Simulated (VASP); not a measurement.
Here is a VASP 6.6.1 calculation.

Contents of INCAR:

```
ALGO = Normal ; EDIFF = 1E-8
ENCUT = 520 ; GGA = PE
ISIF = 2 ; ISMEAR = -4
LASPH = True ; LCHARG = False
LEFG = True ; LREAL = False
LWAVE = False ; NBANDS = 11
NELM = 60 ; PREC = Accurate
SIGMA = 0.1
```

File KPOINTS:

```
k-points
0
Gamma
  14 14 14
```

The input POSCAR:

```
BAs
1.0
    0.0000000000      2.3068473379      2.3068473379
    2.3068473379      0.0000000000      2.3068473379
    2.3068473379      2.3068473379      0.0000000000
B As
1 1
Direct
    0.0000000000      0.0000000000      0.0000000000
    0.5000000000      0.5000000000      0.5000000000
```

Potentials or basis: VASP PAW PBE potentials, release 64 (B, As).

Command:

```sh
$ cat potpaw_PBE.64/B/POTCAR potpaw_PBE.64/As/POTCAR > POTCAR
$ mpirun -np 1 vasp_std > vasp.out
```

Q: Predict the band gap on the k mesh.

A: Zero (band 4 reaches 8.85 eV, above the bottom of band 5 at 3.88 eV).

Q: Predict the pressure.

A: 0.4 GPa.

Caveat: without QUAD_EFG the Cq values of the log hold for a quadrupole moment of 1 mb, not for the nuclei.
